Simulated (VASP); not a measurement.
# AgCl (I4/mmm) in VASP: notebook

The runs below take AgCl through single point, with r2SCAN.

Everything below comes from runs of VASP 6.6.1. Logs are shortened: lines on timing, memory, paths and dates and some standing lists are left out, and cuts for length are marked.

## (1) The cell of the first run

The structure is tetragonal, space group I4/mmm (No. 139). Conventional cell: a = 3.863 Å, b = 3.863 Å, c = 5.713 Å, α = 90.00°, β = 90.00°, γ = 90.00°. Within 3.6 Å of Ag (site symmetry 4/mmm) lie 6 Cl at 2.73 to 2.86 Å. Cl (site symmetry 4/mmm) has 6 Ag at 2.73 to 2.86 Å within 3.6 Å.

## (2) Single point, r2SCAN (strain -0.015 along x and y, +0.030 along z)

POSCAR reads:

```
AgCl
1.0
    0.0000000000      2.7315527500      2.8563445000
    2.7315527500      0.0000000000      2.8563445000
    2.7315527500      2.7315527500      0.0000000000
Ag Cl
1 1
Direct
    0.5000000000      0.5000000000      0.5000000000
    0.0000000000      0.0000000000      0.0000000000
```

INCAR.step1 reads:

```
PREC = Accurate
ENCUT = 520
ISMEAR = 0
SIGMA = 0.05
LREAL = False
LASPH = True
NELM = 60
NBANDS = 16
GGA = PE
ALGO = Normal
EDIFF = 1E-4
LWAVE = True
LCHARG = False
```

INCAR.step2 reads:

```
PREC = Accurate
ENCUT = 520
EDIFF = 1E-6
ISMEAR = 0
SIGMA = 0.05
LREAL = False
LASPH = True
NELM = 60
ALGO = Normal
ISIF = 2
LWAVE = False
LCHARG = False
METAGGA = R2SCAN
LMIXTAU = True
NBANDS = 16
ISTART = 1
```

KPOINTS reads:

```
Automatic mesh
0
Gamma
  8 8 8
```

Potentials or basis: VASP PAW PBE potentials, release 64 (Ag, Cl).

Launch:

```console
$ cat potpaw_PBE.64/Ag/POTCAR potpaw_PBE.64/Cl/POTCAR > POTCAR
$ cp INCAR.step1 INCAR
$ mpirun -np 1 vasp_std > vasp.out
$ cp INCAR.step2 INCAR
$ mpirun -np 1 vasp_std > vasp.out
```

OUTCAR:

```text
PREC = Accurate
   ENCUT = 520
   EDIFF = 1E-6
   ISMEAR = 0
   LREAL = False
   LASPH = True
   NELM = 60
   ISIF = 2
   METAGGA = R2SCAN
   ISTART = 1

 ion  position               nearest neighbor table
   1  0.500  0.500  0.500-   2 2.73   2 2.73   2 2.73   2 2.73   2 2.86   2 2.86
   2  0.000  0.000  0.000-   1 2.73   1 2.73   1 2.73   1 2.73   1 2.86   1 2.86

  LATTYP: Found a body centered tetragonal cell.
 ALAT       =     3.8629989454
 C/A-ratio  =     1.4788223038

  Lattice vectors:

 A1 = (  -2.7315527500,   0.0000000000,   2.8563445000)
 A2 = (   2.7315527500,   0.0000000000,   2.8563445000)
 A3 = (   0.0000000000,   2.7315527500,  -2.8563445000)

Analysis of symmetry for initial positions (statically):
=====================================================================
 Subroutine PRICEL returns:
 Original cell was already a primitive cell.

 Routine SETGRP: Setting up the symmetry group for a
 body centered tetragonal supercell.

 Subroutine GETGRP returns: Found 16 space group operations
 (whereof 16 operations were pure point group operations)
 out of a pool of 16 trial point group operations.

The static configuration has the point symmetry D_4h.

Analysis of symmetry for dynamics (positions and initial velocities):
=====================================================================
 Subroutine PRICEL returns:
 Original cell was already a primitive cell.

 Routine SETGRP: Setting up the symmetry group for a
 body centered tetragonal supercell.

 Subroutine GETGRP returns: Found 16 space group operations
 (whereof 16 operations were pure point group operations)
 out of a pool of 16 trial point group operations.

The dynamic configuration has the point symmetry D_4h.

 Subroutine INISYM returns: Found 16 space group operations
 (whereof 16 operations are pure point group operations),
 and found     1 'primitive' translations

----------------------------------------------------------------------------------------

                                     Primitive cell

  volume of cell :      42.6245

  direct lattice vectors                    reciprocal lattice vectors
     0.000000000  2.731552750  2.856344500    -0.183046072  0.183046072  0.175048913
     2.731552750  0.000000000  2.856344500     0.183046072 -0.183046072  0.175048913
     2.731552750  2.731552750  0.000000000     0.183046072  0.183046072 -0.175048913

  length of vectors
     3.952225238  3.952225238  3.862998945     0.312496161  0.312496161  0.312496161

  position of ions in fractional coordinates (direct lattice)
     0.500000000  0.500000000  0.500000000
     0.000000000  0.000000000  0.000000000

  ion indices of the primitive-cell ions
   primitive index   ion index
                 1           1
                 2           2

----------------------------------------------------------------------------------------

 KPOINTS: Automatic mesh

Automatic generation of k-mesh.
 Grid dimensions read from file:
 generate k-points for:    8    8    8

 Generating k-lattice:

  Cartesian coordinates                     Fractional coordinates (reciprocal lattice)
    -0.022880759  0.022880759  0.021881114     0.125000000  0.000000000  0.000000000
     0.022880759 -0.022880759  0.021881114     0.000000000  0.125000000  0.000000000
     0.022880759  0.022880759 -0.021881114    -0.000000000 -0.000000000  0.125000000

  Length of vectors
     0.039062020  0.039062020  0.039062020

  Shift w.r.t. Gamma in fractional coordinates (k-lattice)
     0.000000000  0.000000000  0.000000000

 Subroutine IBZKPT returns following result:
 ===========================================

 Found     59 irreducible k-points:

 Following reciprocal coordinates:
            Coordinates               Weight
  0.000000  0.000000  0.000000      1.000000
  0.125000  0.000000  0.000000      8.000000
  0.250000  0.000000  0.000000      8.000000
  0.375000  0.000000  0.000000      8.000000
  0.500000  0.000000  0.000000      4.000000
  0.125000  0.125000  0.000000      2.000000
[... 16 lines left out ...]
  0.250000  0.000000  0.125000     16.000000
  0.375000  0.000000  0.125000     16.000000
 [... further k-points ...]
   k-points           NKPTS =     59   k-points in BZ     NKDIM =     59   number of bands    NBANDS=     16
   number of dos      NEDOS =    301   number of ions     NIONS =      2
   total plane-waves  NPLWV =  27000
   dimension x,y,z NGX =    30 NGY =   30 NGZ =   30
   dimension x,y,z NGXF=    60 NGYF=   60 NGZF=   60
   ions per type =               1   1
   NGX,Y,Z   is equivalent  to a cutoff of  12.62, 12.62, 12.91 a.u.
   NGXF,Y,Z  is equivalent  to a cutoff of  25.24, 25.24, 25.82 a.u.
 SYSTEM =  unknown system
   PREC   = accura    normal or accurate (medium, high low for compatibility)
   ISTART =      1    job   : 0-new  1-cont  2-samecut
   ICHARG =      0    charge: 1-file 2-atom 10-const
   ISPIN  =      1    spin polarized calculation?
   LNONCOLLINEAR =      F non collinear calculations
   LSORBIT =      F    spin-orbit coupling
   LASPH  =      T    aspherical Exc in radial PAW
   ENCUT  =  520.0 eV  38.22 Ry    6.18 a.u.   7.35  7.35  7.18*2*pi/ulx,y,z
   NELM   =     60;   NELMIN=  2; NELMDL=  0     # of ELM steps
   EDIFF  = 0.1E-05   stopping-criterion for ELM
   LREAL  =      F    real-space projection
   EDIFFG = 0.1E-04   stopping-criterion for IOM
   NSW    =      0    number of steps for IOM
   IBRION =     -1    ionic relax: 0-MD 1-quasi-New 2-CG
   NFREE  =      0    steps in history (QN), initial steepest desc. (CG)
   ISIF   =      2    stress and relaxation
   ISYM   =      2    0-nonsym 1-usesym 2-fastsym
   POTIM  = 0.5000    time-step for ionic-motion
   TEBEG  =    0.0;   TEEND  =   0.0 temperature during run
   PSTRESS=    0.0 pullay stress
   NELECT =      18.0000    total number of electrons
   NUPDOWN=      -1.0000    fix difference up-down
   EMIN   =  10.00;   EMAX   =-10.00  energy-range for DOS
   EFERMI =   0.00;   METHOD = LEGACY
   ISMEAR =     0;   SIGMA  =   0.05  broadening in eV -4-tet -1-fermi 0-gaus
   EFERMI_NEDOS =   21; number of points for ismear=-14 and -15
   IALGO  =     38    algorithm
   IMIX   =      4    mixing-type and parameters
     AMIX     =   0.40;   BMIX     =  1.00
     AMIX_MAG =   1.60;   BMIX_MAG =  1.00
  volume/ion in A,a.u.               =      21.31       143.82
  Fermi-wavevector in a.u.,A,eV,Ry     =   1.228228  2.321015 20.524995  1.508545
  Thomas-Fermi vector in A             =   2.363162
   LORBIT       =      0    0 simple, 1 ext, 2 COOP (PROOUT), +10 PAW based schemes
   METAGGA = R2SCAN    functional components
   LHFCALC =     F    Hartree Fock is set to
   AEXX    =    0.0000 exact exchange contribution
   IVDW    =     0    specifies the selected vdW correction
   LEPSILON=     F    determine dielectric tensor
   LRPA    =     F    only Hartree local field effects (RPA)
 non-spin polarized calculation
 Gauss-broadening in eV      SIGMA  =   0.05
  energy-cutoff  :      520.00
  volume of cell :       42.62
 maximum number of plane-waves:      1166
 NGX is ok and might be reduce to    30
   NGX = 15   NGY = 15   NGZ = 15

 number of electron      18.0000003 magnetization

 Free energy of the ion-electron system (eV)
  ---------------------------------------------------
  ext. energy  EPLUGINS =         0.00000000
  ---------------------------------------------------
  free energy    TOTEN  =       -28.63811691 eV

  energy without entropy =      -28.63811691  energy(sigma->0) =      -28.63811691

 E-fermi :   3.9454     XC(G=0): -10.5097

 val. band max:        3.6991519400   @ k =   0.5000   0.0000   0.0000
 cond. band min:       4.9822300641   @ k =   0.0000   0.0000   0.0000
 fundamental gap:      1.2830781241
 Fermi energy:         3.9453588212

 k-point     1 :       0.0000    0.0000    0.0000
  band No.  band energies     occupation
      1     -12.2822      2.00000
      2       1.0369      2.00000
      3       1.0475      2.00000
      4       1.0475      2.00000
      5       1.1366      2.00000
      6       1.1367      2.00000
[... 8 lines left out ...]
     15      17.0693      0.00000
     16      17.5402      0.00000

 k-point     2 :       0.1250    0.0000    0.0000
  band No.  band energies     occupation
      1     -12.2222      2.00000
      2       0.2737      2.00000
      3       0.3166      2.00000
      4       0.4389      2.00000
      5       1.1354      2.00000
      6       1.1824      2.00000
[... 8 lines left out ...]
     15      16.4648      0.00000
     16      17.0018      0.00000

 k-point     3 :       0.2500    0.0000    0.0000
  band No.  band energies     occupation
      1     -12.0715      2.00000
      2      -0.7463      2.00000
      3      -0.2945      2.00000
      4      -0.1576      2.00000
      5       1.2745      2.00000
      6       1.2931      2.00000
[... 8 lines left out ...]
     15      16.4246      0.00000
     16      16.9015      0.00000

 k-point     4 :       0.3750    0.0000    0.0000
  band No.  band energies     occupation
      1     -11.9116      2.00000
      2      -1.5324      2.00000
      3      -0.6821      2.00000
      4      -0.5322      2.00000
      5       1.4072      2.00000
      6       1.4193      2.00000
[... 8 lines left out ...]
     15      17.2292      0.00000
     16      17.5031      0.00000
[... 324 lines left out ...]
 k-point    22 :       0.1250    0.0000    0.1250
  band No.  band energies     occupation
      1     -12.1996      2.00000
      2      -0.2689      2.00000
      3       0.5568      2.00000
      4       0.6894      2.00000
      5       1.0863      2.00000
      6       1.1824      2.00000
[... 8 lines left out ...]
     15      17.8488      0.00000
     16      18.1703      0.00000

 k-point    23 :       0.2500    0.0000    0.1250
  band No.  band energies     occupation
      1     -12.0819      2.00000
      2      -0.8625      2.00000
      3       0.0278      2.00000
      4       0.1999      2.00000
      5       1.1367      2.00000
      6       1.3019      2.00000
[... 8 lines left out ...]
     15      17.5311      0.00000
     16      18.3706      0.00000

 k-point    24 :       0.3750    0.0000    0.1250
  band No.  band energies     occupation
      1     -11.9316      2.00000
      2      -1.3663      2.00000
      3      -0.5507      2.00000
      4      -0.2974      2.00000
      5       1.2718      2.00000
      6       1.4412      2.00000
[... 8 lines left out ...]
     15      17.9464      0.00000
     16      18.3399      0.00000

 [... further k-points ...]

------------------------ aborting loop because EDIFF is reached ----------------------------------------

  FORCE on cell =-STRESS in cart. coord.  units (eV):
  Direction    XX          YY          ZZ          XY          YZ          ZX
  --------------------------------------------------------------------------------------
  -------------------------------------------------------------------------------------
  Total        0.1529459      0.1529459     -0.1963426      0.0000000      0.0000000      0.0000000
  in kB        5.7489515      5.7489515     -7.3801520      0.0000000      0.0000000      0.0000000
  external PRESSURE =       1.3725836 kB  Pullay stress =       0.0000000 kB

 VOLUME and BASIS-vectors are now :
 -----------------------------------------------------------------------------
  energy-cutoff  :      520.00
  volume of cell :       42.62
      direct lattice vectors                 reciprocal lattice vectors
     0.000000000  2.731552750  2.856344500    -0.183046072  0.183046072  0.175048913
     2.731552750  0.000000000  2.856344500     0.183046072 -0.183046072  0.175048913
     2.731552750  2.731552750  0.000000000     0.183046072  0.183046072 -0.175048913

 POSITION                                       TOTAL-FORCE (eV/Angst)
 -----------------------------------------------------------------------------------
      2.73155      2.73155      2.85634        -0.000000      0.000000      0.000000
      0.00000      0.00000      0.00000         0.000000     -0.000000     -0.000000
 -----------------------------------------------------------------------------------
    total drift:                                0.000000      0.000000      0.000000

  FREE ENERGIE OF THE ION-ELECTRON SYSTEM (eV)
  ---------------------------------------------------
  free  energy   TOTEN  =       -28.6381169097 eV

  energy  without entropy=      -28.6381169097  energy(sigma->0) =      -28.63811691
```

It took 72 s on 1 thread of AMD EPYC 9R45 (Zen 5), shared host; peak memory 0.16 GiB.

Results:

```yaml
Free_energy: -28.6381 eV
Pressure: 0.1 GPa
Band_gap_on_the_k_mesh: 1.28 eV (least direct gap 3.70 eV)
```

Caveat: the cell differs from its parent crystal (strain -0.015 along x and y, +0.030 along z); the PAW data sets were made with another functional, which shifts forces and pressure a little. A k mesh can miss the band edges.

## (3) Single point, r2SCAN (strain +0.000 along x and y, +0.015 along z)

POSCAR reads:

```
AgCl
1.0
    0.0000000000      2.7731500000      2.8147472500
    2.7731500000      0.0000000000      2.8147472500
    2.7731500000      2.7731500000      0.0000000000
Ag Cl
1 1
Direct
    0.5000000000      0.5000000000      0.5000000000
    0.0000000000      0.0000000000      0.0000000000
```

INCAR.step1 reads:

```
ALGO = Normal ; EDIFF = 1E-4
ENCUT = 520 ; GGA = PE
ISMEAR = 0 ; LASPH = T
LCHARG = F ; LREAL = F
LWAVE = T ; NBANDS = 16
NELM = 100 ; PREC = Accurate
SIGMA = 0.05
```

INCAR.step2 reads:

```
ALGO = Normal ; EDIFF = 1E-7
ENCUT = 520 ; ISIF = 2
ISMEAR = 0 ; ISTART = 1
LASPH = T ; LCHARG = F
LMIXTAU = T ; LREAL = F
LWAVE = F ; METAGGA = R2SCAN
NBANDS = 16 ; NELM = 100
PREC = Accurate ; SIGMA = 0.05
```

KPOINTS reads:

```
k-points
0
Gamma
  8 8 8
```

Potentials or basis: VASP PAW PBE potentials, release 64 (Ag, Cl).

Launch:

```console
$ cat potpaw_PBE.64/Ag/POTCAR potpaw_PBE.64/Cl/POTCAR > POTCAR
$ cp INCAR.step1 INCAR
$ mpirun -np 1 vasp_std > vasp.out
$ cp INCAR.step2 INCAR
$ mpirun -np 1 vasp_std > vasp.out
```

Wall time 2 min (1 thread of AMD EPYC 9R45 (Zen 5), shared host); peak memory 0.16 GiB.

Results (log left out):

```
Free energy            : -28.6412 eV
Pressure               : -0.8 GPa
Band gap on the k mesh : 1.38 eV (least direct gap 3.65 eV)
```

Stress tensor (GPa, compression positive):
```
-0.70  0.00  0.00
 0.00 -0.70  0.00
 0.00  0.00 -1.05
```

Levels at points of the mesh, in eV from the valence-band top:
```
           k point  band 7  band 8  band 9  band 10  band 11  band 12
(0.00, 0.00, 0.00)   -2.40   -2.37   -2.37     1.38    11.27    11.31
(0.50, 0.00, 0.00)   -1.76   -0.10    0.00     4.69     7.03     8.18
(0.50, 0.50, 0.00)   -1.96   -1.96   -1.87     2.92     8.38     9.04
(0.50, 0.00, 0.50)   -1.97   -1.96   -1.86     2.90     8.29     9.19
```

Caveat: the cell differs from its parent crystal (strain +0.000 along x and y, +0.015 along z); the PAW data sets were made with another functional, which shifts forces and pressure a little.
